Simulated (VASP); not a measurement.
Input of a VASP 6.6.1 run:

Contents of INCAR:

```
SYSTEM = AlN
PREC = Accurate
ENCUT = 600
EDIFF = 1E-6
ISMEAR = 0
SIGMA = 0.1
LREAL = .False.
LASPH = .True.
NELM = 120
ALGO = Normal
ISIF = 2
LWAVE = .False.
LCHARG = .False.
GGA = CA
NBANDS = 11
GGA_COMPAT = .False.
```

KPOINTS

```
regular mesh
0
Gamma
  8 8 8
  0 0 0
```

The input POSCAR:

```
AlN
1.0
    0.0000000000      2.0045623814      2.0045623814
    2.0045623814      0.0000000000      2.0045623814
    2.0045623814      2.0045623814      0.0000000000
Al N
1 1
Direct
    0.5000000000      0.5000000000      0.5000000000
    0.0000000000      0.0000000000      0.0000000000
```

Potentials or basis: VASP PAW LDA potentials, release 64 (Al, N).

The run is started by

```console
$ cat potpaw_LDA.64/Al/POTCAR potpaw_LDA.64/N/POTCAR > POTCAR
$ mpirun -np 1 vasp_std > vasp.out
```

(1) What does it give for the band gap on the k mesh?

(2) Estimate the pressure.

## Answers

(1) 4.71 eV, indirect (least direct gap 6.14 eV).

(2) 0.9 GPa.
